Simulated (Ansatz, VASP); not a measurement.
## TiAl3 in VASP and in Ansatz

```
Ti Al
1.0
    -1.94887    1.94887    8.32637
     1.94887   -1.94887    8.32637
     1.94887    1.94887   -8.32637
Ti Al
2 6
Direct
  0.11844 0.11844 0.00000
  0.88156 0.88156 0.00000
  0.50000 0.00000 0.50000
  0.00000 0.50000 0.50000
  0.75000 0.25000 0.50000
  0.62498 0.62498 0.00000
  0.25000 0.75000 0.50000
  0.37502 0.37502 0.00000
```

Alike in both runs: functional PBE; k mesh 6 × 6 × 6; occupations gaussian, width 0.2 eV; no spin polarisation.

Ansatz relaxed the structure, and its values are those at the end. VASP's run is a single point on that final structure, the one shown.

```csv
,VASP,Ansatz
version,VASP 6.6.1,Ansatz 0.2.0
potentials or method,"VASP PAW PBE potentials, release 64 (Ti_sv, Al), cutoff 520 eV","scalar-relativistic, plane waves, PAW"
valence electrons in the cell,42,42
```

```tsv
	VASP	Ansatz	Ansatz less VASP
gap on the k mesh at the Fermi level (eV)	none	none	-
pressure (GPa)	0.1	0.1	+0.01
rms of the force components (eV/Å)	0.024	0.023	-0.0007
```

A gap of «none» marks a metal or a gap that the smearing closes. With one functional, cell and mesh, what is left measures potentials, basis and numerics.

The k mesh is coarse, so the values compare programs but aren't converged.
